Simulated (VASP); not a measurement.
A run of VASP 6.6.1 is set up as follows.

Contents of INCAR:

```
PREC = Accurate ; ENCUT = 600
EDIFF = 1E-6 ; ISMEAR = 0
SIGMA = 0.02 ; LREAL = False
LASPH = True ; NELM = 100
ALGO = Normal ; ISIF = 3
LWAVE = False ; LCHARG = False
GGA = PS ; IBRION = 2
NSW = 80 ; EDIFFG = -0.01
```

KPOINTS

```
regular mesh
0
Gamma
  6 6 6
```

The input POSCAR:

```
BaS
1.0
    0.0000000000      3.4712971439      3.4712971439
    3.4712971439      0.0000000000      3.4712971439
    3.4712971439      3.4712971439      0.0000000000
Ba S
1 1
Direct
    0.0000000000      0.0000000000      0.0000000000
    0.2500000000      0.2500000000      0.2500000000
```

Potentials or basis: VASP PAW PBE potentials, release 64 (Ba_sv, S).

Launch:

```bash
$ cat potpaw_PBE.64/Ba_sv/POTCAR potpaw_PBE.64/S/POTCAR > POTCAR
$ mpirun -np 1 vasp_std > vasp.out
```

Problem. Estimate the relaxed cell.

Solution. a = 4.933 Å, b = 4.933 Å, c = 4.933 Å, α = 60.00°, β = 60.00°, γ = 60.00°.

Problem. Estimate the relaxed volume.

Solution. 42.44 Å³/atom.

Problem. Predict the space group after relaxing (to 0.05 Å).

Solution. F-43m (No. 216).

Problem. Predict the band gap on the k mesh.

Solution. 2.67 eV, indirect (least direct gap 3.33 eV).

Final structure:
```
CELL_PARAMETERS angstrom
0.00000 3.48823 3.48823
3.48823 0.00000 3.48823
3.48823 3.48823 0.00000
ATOMIC_POSITIONS crystal
Ba 0.00000 0.00000 0.00000
S 0.25000 0.25000 0.25000
```

Caveat: the PAW data sets were made with another functional, which shifts forces and pressure a little; spin-orbit coupling is left out, which moves the levels of the heavy elements. PBEsol gaps usually lie below the measured ones, often by a third to a half.
